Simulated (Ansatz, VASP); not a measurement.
One calculation of PN2, two programs

```xyz
6
Lattice="4.2021 0.0000 0.0000 0.0000 4.2021 0.0000 0.0000 0.0000 2.6788" Properties=species:S:1:pos:R:3 pbc="T T T"
P     0.0000    0.0000    0.0000
P     2.1011    2.1011    1.3394
N     1.2833    1.2833    0.0000
N     2.9188    2.9188    0.0000
N     3.3844    0.8178    1.3394
N     0.8178    3.3844    1.3394
```

Alike in both runs: task relaxation of cell and atoms; functional PBE; k mesh 10 × 10 × 14; occupations gaussian, width 0.1 eV; no spin polarisation.

|  | VASP | Ansatz |
| --- | --- | --- |
| version | VASP 6.6.1 | Ansatz 0.2.0 |
| potentials or method | VASP PAW PBE potentials, release 64 (P, N), cutoff 600 eV | scalar-relativistic, plane waves, PAW |
| valence electrons in the cell | 30 | 30 |

VASP gave:

| Quantity | Value |
| --- | --- |
| gap on the k mesh at the Fermi level, each at its own relaxed structure (eV) | none |
| relaxed volume (Å³/atom) | 7.83 |
| relaxed cell length with the largest relative difference (Å) | 4.186 |

Task: Which values does Ansatz return?

Result: gap on the k mesh at the Fermi level, each at its own relaxed structure (eV): none; relaxed volume (Å³/atom): 7.87; relaxed cell length with the largest relative difference (Å): 4.194.

A gap of «none» marks a metal or a gap that the smearing closes.
